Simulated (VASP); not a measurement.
# LaZn2GeP4 (a cell with a defect) in VASP: notebook, part 2 of 2

VASP 6.6.1. Earlier steps stand in the parts before.

## Step 3: Single point, PBEsol+D3(BJ)

The input, INCAR:

```
ALGO = Normal
EDIFF = 1E-6
ENCUT = 410
GGA = PS
GGA_COMPAT = False
ISIF = 2
ISMEAR = -1
ISYM = -1
IVDW = 12
LASPH = True
LCHARG = True
LELF = True
LMAXMIX = 6
LREAL = Auto
LVHAR = True
LWAVE = False
NBANDS = 83
NELECT = 140.0
NELM = 200
PREC = Accurate
SIGMA = 0.05
```

The input, KPOINTS:

```
explicit points
1
Reciprocal
  0.25000000   0.25000000   0.25000000 1
```

The input, POSCAR:

```
LaZn2GeP4
1.0
    5.4241330000     -0.0000440000     -0.0000150000
   -0.0000440000      5.4241330000     -0.0000150000
   -0.0000300000     -0.0000300000     10.7085280000
Zn La P Ge
4 2 8 2
Direct
    0.0176730000      0.9954100000      0.9994410000
    0.0058710000      0.5125610000      0.2465940000
    0.4818730000      0.9889180000      0.7399130000
    0.5221990000      0.5194830000      0.5002770000
    0.0021810000      0.0029010000      0.5077840000
    0.5154810000      0.0164610000      0.2323120000
    0.2627810000      0.2542690000      0.1263830000
    0.2329670000      0.2578530000      0.6244190000
    0.7660910000      0.7391240000      0.1173680000
    0.7750610000      0.2403380000      0.3761850000
    0.2394560000      0.7535020000      0.3735260000
    0.2560540000      0.7652550000      0.8802590000
    0.7559410000      0.7546020000      0.6255560000
    0.7343340000      0.2489390000      0.8867840000
    0.4926660000      0.4951370000      0.0103580000
    0.9772870000      0.5178570000      0.7504140000
```

Potentials or basis: VASP PAW PBE potentials, release 64 (Zn, La, P, Ge_d).

Launch:

```sh
$ cat potpaw_PBE.64/Zn/POTCAR potpaw_PBE.64/La/POTCAR potpaw_PBE.64/P/POTCAR potpaw_PBE.64/Ge_d/POTCAR > POTCAR
$ mpirun -np 1 vasp_std > vasp.out
```

OUTCAR:

```text
EDIFF = 1E-6
   ENCUT = 410
   GGA = PS
   ISIF = 2
   ISMEAR = -1
   ISYM = -1
   IVDW = 12
   LASPH = True
   LREAL = Auto
   NELECT = 140.0
   NELM = 200
   PREC = Accurate
 IVDW          = 12

 ion  position               nearest neighbor table
   1  0.018  0.995  0.999-  12 2.20   9 2.32   7 2.36  14 2.39
   2  0.006  0.513  0.247-   9 2.26  11 2.27   7 2.36  10 2.38
   3  0.482  0.989  0.740-  12 2.29  13 2.31   8 2.34  14 2.52
   4  0.522  0.519  0.500-  13 2.24  11 2.41  10 2.44   8 2.50
   5  0.002  0.003  0.508-   8 2.24  10 2.27  13 2.28  11 2.36
   6  0.515  0.016  0.232-   7 2.20   9 2.37  10 2.41  11 2.56
[... 8 lines left out ...]
  15  0.493  0.495  0.010-   7 2.19  14 2.29   9 2.29  12 2.39
  16  0.977  0.518  0.750-  13 2.21   8 2.39  14 2.45  12 2.45

IMPORTANT INFORMATION: All symmetrisations will be switched off!
NOSYMM: (Re-)initialisation of all symmetry stuff for point group C_1.

----------------------------------------------------------------------------------------

                                     Primitive cell

  volume of cell :     315.0579

  direct lattice vectors                    reciprocal lattice vectors
     5.424133000 -0.000044000 -0.000015000     0.184361261  0.000001496  0.000000516
    -0.000044000  5.424133000 -0.000015000     0.000001496  0.184361261  0.000000516
    -0.000030000 -0.000030000 10.708528000     0.000000258  0.000000258  0.093383516

  length of vectors
     5.424133000  5.424133000 10.708528000     0.184361261  0.184361261  0.093383516

  position of ions in fractional coordinates (direct lattice)
     0.017673000  0.995410000  0.999441000
     0.005871000  0.512561000  0.246594000
     0.481873000  0.988918000  0.739913000
     0.522199000  0.519483000  0.500277000
     0.002181000  0.002901000  0.507784000
     0.515481000  0.016461000  0.232312000
[... 8 lines left out ...]
     0.492666000  0.495137000  0.010358000
     0.977287000  0.517857000  0.750414000

  ion indices of the primitive-cell ions
   primitive index   ion index
                 1           1
                 2           2
                 3           3
                 4           4
                 5           5
                 6           6
[... 8 lines left out ...]
                15          15
                16          16

----------------------------------------------------------------------------------------

 KPOINTS: explicit points

Read explicit list of k-points.

 Found      1 k-points:

 Following reciprocal coordinates:
            Coordinates               Weight
  0.250000  0.250000  0.250000      1.000000
   k-points           NKPTS =      1   k-points in BZ     NKDIM =      1   number of bands    NBANDS=     83
   number of dos      NEDOS =    301   number of ions     NIONS =     16
   total plane-waves  NPLWV =  93312
   dimension x,y,z NGX =    36 NGY =   36 NGZ =   72
   dimension x,y,z NGXF=    72 NGYF=   72 NGZF=  144
   ions per type =               4   2   8   2
   NGX,Y,Z   is equivalent  to a cutoff of  11.03, 11.03, 11.18 a.u.
   NGXF,Y,Z  is equivalent  to a cutoff of  22.07, 22.07, 22.36 a.u.
 SYSTEM =  unknown system
   PREC   = accura    normal or accurate (medium, high low for compatibility)
   ISTART =      0    job   : 0-new  1-cont  2-samecut
   ICHARG =      2    charge: 1-file 2-atom 10-const
   ISPIN  =      1    spin polarized calculation?
   LNONCOLLINEAR =      F non collinear calculations
   LSORBIT =      F    spin-orbit coupling
   LASPH  =      T    aspherical Exc in radial PAW
   ENCUT  =  410.0 eV  30.13 Ry    5.49 a.u.   8.96  8.96 17.68*2*pi/ulx,y,z
   NELM   =    200;   NELMIN=  2; NELMDL= -5     # of ELM steps
   EDIFF  = 0.1E-05   stopping-criterion for ELM
   LREAL  =      T    real-space projection
   EDIFFG = 0.1E-04   stopping-criterion for IOM
   NSW    =      0    number of steps for IOM
   IBRION =     -1    ionic relax: 0-MD 1-quasi-New 2-CG
   NFREE  =      0    steps in history (QN), initial steepest desc. (CG)
   ISIF   =      2    stress and relaxation
   ISYM   =     -1    0-nonsym 1-usesym 2-fastsym
   POTIM  = 0.5000    time-step for ionic-motion
   TEBEG  =    0.0;   TEEND  =   0.0 temperature during run
   PSTRESS=    0.0 pullay stress
   NELECT =     140.0000    total number of electrons
   NUPDOWN=      -1.0000    fix difference up-down
   EMIN   =  10.00;   EMAX   =-10.00  energy-range for DOS
   EFERMI =   0.00;   METHOD = LEGACY
   ISMEAR =    -1;   SIGMA  =   0.05  broadening in eV -4-tet -1-fermi 0-gaus
   EFERMI_NEDOS =   21; number of points for ismear=-14 and -15
   IALGO  =     38    algorithm
   IMIX   =      4    mixing-type and parameters
     AMIX     =   0.40;   BMIX     =  1.00
     AMIX_MAG =   1.60;   BMIX_MAG =  1.00
  volume/ion in A,a.u.               =      19.69       132.88
  Fermi-wavevector in a.u.,A,eV,Ry     =   1.249263  2.360766 21.234057  1.560659
  Thomas-Fermi vector in A             =   2.383312
   LORBIT       =      0    0 simple, 1 ext, 2 COOP (PROOUT), +10 PAW based schemes
   GGA     = PS    functional components
   LHFCALC =     F    Hartree Fock is set to
   AEXX    =    0.0000 exact exchange contribution
   IVDW    =    12    specifies the selected vdW correction
   LEPSILON=     F    determine dielectric tensor
   LRPA    =     F    only Hartree local field effects (RPA)
 non-spin polarized calculation
  energy-cutoff  :      410.00
  volume of cell :      315.06
 maximum number of plane-waves:      5954
 NGX is ok and might be reduce to    36
   NGX = 17   NGY = 17   NGZ = 35

 number of electron     139.9999999 magnetization

 Free energy of the ion-electron system (eV)
  ---------------------------------------------------
  ext. energy  EPLUGINS =         0.00000000
  ---------------------------------------------------
  free energy    TOTEN  =       -54.68979482 eV

  energy without entropy =      -54.68922140  energy(sigma->0) =      -54.68950811

 E-fermi :   6.1979     XC(G=0): -10.4097

 val. band max:        5.7947766922   @ k =   0.2500   0.2500   0.2500
 cond. band min:       6.6015649562   @ k =   0.2500   0.2500   0.2500
 fundamental gap:      0.8067882640
 Fermi energy:         6.1979171795

 k-point     1 :       0.2500    0.2500    0.2500
  band No.  band energies     occupation
      1     -25.5046      2.00000
      2     -25.1159      2.00000
      3     -19.5860      2.00000
      4     -19.5507      2.00000
      5     -19.5479      2.00000
      6     -19.5348      2.00000
[... 74 lines left out ...]
     81       8.8975      0.00000
     82       8.9908      0.00000
 [bands above 82 left out]

------------------------ aborting loop because EDIFF is reached ----------------------------------------

 Edisp (eV)   -5.69210

 E8    (eV) :    -3.7414

  FORCE on cell =-STRESS in cart. coord.  units (eV):
  Direction    XX          YY          ZZ          XY          YZ          ZX
  --------------------------------------------------------------------------------------
  -------------------------------------------------------------------------------------
  Total      52.79419    60.02100    57.49661   -12.54790    -1.78485     5.75077
  in kB     268.47652   305.22730   292.38990   -63.81038    -9.07656    29.24461
  external pressure =      288.70 kB  Pullay stress =        0.00 kB

 VOLUME and BASIS-vectors are now :
 -----------------------------------------------------------------------------
  energy-cutoff  :      410.00
  volume of cell :      315.06
      direct lattice vectors                 reciprocal lattice vectors
     5.424133000 -0.000044000 -0.000015000     0.184361261  0.000001496  0.000000516
    -0.000044000  5.424133000 -0.000015000     0.000001496  0.184361261  0.000000516
    -0.000030000 -0.000030000 10.708528000     0.000000258  0.000000258  0.093383516

 POSITION                                       TOTAL-FORCE (eV/Angst)
 -----------------------------------------------------------------------------------
      0.09579      5.39921     10.70253        -0.735107      0.906003      0.435519
      0.03182      2.78019      2.64065        -0.072180     -0.519867     -0.279387
      2.61368      5.36398      7.92336         0.327108      0.623589      0.779337
      2.83244      2.81771      5.35721        -0.762033     -0.738388     -1.246251
      0.01181      0.01572      5.43762         1.063833     -1.320933     -4.732765
      2.79603      0.08926      2.48771         1.913372     -3.329064      2.584992
[... 8 lines left out ...]
      2.67226      2.68567      0.11090         0.282089      0.846378     -1.471386
      5.30089      2.80886      8.03581         1.011886     -1.118176      1.372983
 -----------------------------------------------------------------------------------
    total drift:                               -0.006340     -0.001333     -0.004421

  FREE ENERGIE OF THE ION-ELECTRON SYSTEM (eV)
  ---------------------------------------------------
  free  energy   TOTEN  =       -60.3818968997 eV

  energy  without entropy=      -60.3813234786  energy(sigma->0) =      -60.38161019
```

It took 45 s on 1 thread of Intel Xeon 6975P-C (Granite Rapids), shared host; peak memory 0.3 GiB.

What came out:

* Free energy: -60.3819 eV
* Largest force: 8.892 eV/Å
* Dispersion energy per atom: -0.356 eV

Forces in eV/Å, atoms in the order of the input:
```
Zn  -0.735  0.906  0.436
Zn  -0.072 -0.520 -0.279
Zn   0.327  0.624  0.779
Zn  -0.762 -0.738 -1.246
La   1.064 -1.321 -4.733
La   1.913 -3.329  2.585
P   -6.434  4.703 -3.944
P    3.946  5.302  5.514
P    2.449 -2.775 -1.978
P   -1.794  5.914  0.348
P    2.370 -3.816  0.407
P    0.175 -0.913 -1.191
P   -4.105 -3.422  4.976
P    0.363 -0.342 -1.575
Ge   0.282  0.846 -1.471
Ge   1.012 -1.118  1.373
```

Levels at points of the mesh, in eV from the Fermi level:
```
           k point  band 68  band 69  band 70  band 71  band 72  band 73
(0.25, 0.25, 0.25)    -1.16    -0.76    -0.40     0.40     0.63     1.08
```

Caveat: the cell carries a net charge on a neutralising background, which shifts energy and pressure; the cell is charged against a uniform background, so pressure and absolute levels hang on convention; the PAW data sets were made with another functional, which shifts forces and pressure a little; spin-orbit coupling is left out, which moves the levels of the heavy elements.
